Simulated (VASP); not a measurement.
Set up this calculation in VASP 6.6.1, as the native input.

```yaml
Task: single point
Functional: HSE06
Potentials_or_basis: VASP PAW PBE potentials, release 64 (Al, Cu)
Cutoff: 520 eV
k_mesh: 4 × 4 × 6
Occupations: gaussian, width 0.1 eV
Spin: no spin polarisation
Dipole_correction: no
Grid_for_exact_exchange_PRECFOCK: Normal
Further_INCAR_settings: ALGO = Normal; EDIFF = 1e-07; NBANDS = 16
Share_of_exact_exchange: 0.25
Screening_parameter: 0.2079 1/Å
```

The system is Al2Cu.

```
Al Cu
1.0
     4.08486    0.00000    0.00000
     0.00000    4.08486    0.00000
     0.00000    0.00000    2.84641
Al Cu
2 1
Cartesian
  2.0424 0.0000 1.4232
  0.0000 2.0424 1.4232
  0.0000 0.0000 0.0000
```

The input as run:

POSCAR

```
Al2Cu
1.0
    4.0848572973      0.0000000000      0.0000000000
    0.0000000000      4.0848572973      0.0000000000
    0.0000000000      0.0000000000      2.8464075300
Al Cu
2 1
Direct
    0.5000000000      0.0000000000      0.5000000000
    0.0000000000      0.5000000000      0.5000000000
    0.0000000000      0.0000000000      0.0000000000
```

INCAR.step1

```
SYSTEM = Al2Cu
  PREC = Accurate
  ENCUT = 520
  EDIFF = 1E-5
  ISMEAR = 0
  SIGMA = 0.1
  LREAL = .False.
  LASPH = .True.
  NELM = 60
  ALGO = Normal
  ISIF = 2
  LWAVE = .True.
  LCHARG = .False.
  GGA = PE
  NBANDS = 16
```

INCAR.step2

```
SYSTEM = Al2Cu
  PREC = Accurate
  ENCUT = 520
  EDIFF = 1E-7
  ISMEAR = 0
  SIGMA = 0.1
  LREAL = .False.
  LASPH = .True.
  NELM = 60
  ALGO = Normal
  ISIF = 2
  LWAVE = .False.
  LCHARG = .False.
  GGA = PE
  LHFCALC = .True.
  HFSCREEN = 0.2079
  PRECFOCK = Normal
  ISTART = 1
  NBANDS = 16
```

KPOINTS

```
Automatic mesh
0
Gamma
  4 4 6
  0 0 0
```

Potentials or basis: VASP PAW PBE potentials, release 64 (Al, Cu).

Launch:

```bash
$ cat potpaw_PBE.64/Al/POTCAR potpaw_PBE.64/Cu/POTCAR > POTCAR
$ cp INCAR.step1 INCAR
$ mpirun -np 1 vasp_std > vasp.out
$ cp INCAR.step2 INCAR
$ mpirun -np 1 vasp_std > vasp.out
```

Results of the run:

```json
{
  "Pressure": "2.0 GPa",
  "Band gap on the k mesh": "zero (an odd number of electrons rules out a gap without spin polarisation)"
}
```

Caveat: the k points lie up to 0.38 Å⁻¹ apart, too coarse for converged energies and pressures of a metal; the PAW data sets were made with another functional, which shifts forces and pressure a little.

Run time: 21 min on 1 thread of Intel(R) Xeon(R) Platinum 8375C CPU @ 2.90GHz (Ice Lake), on a shared host, peak memory 0.27 GiB.
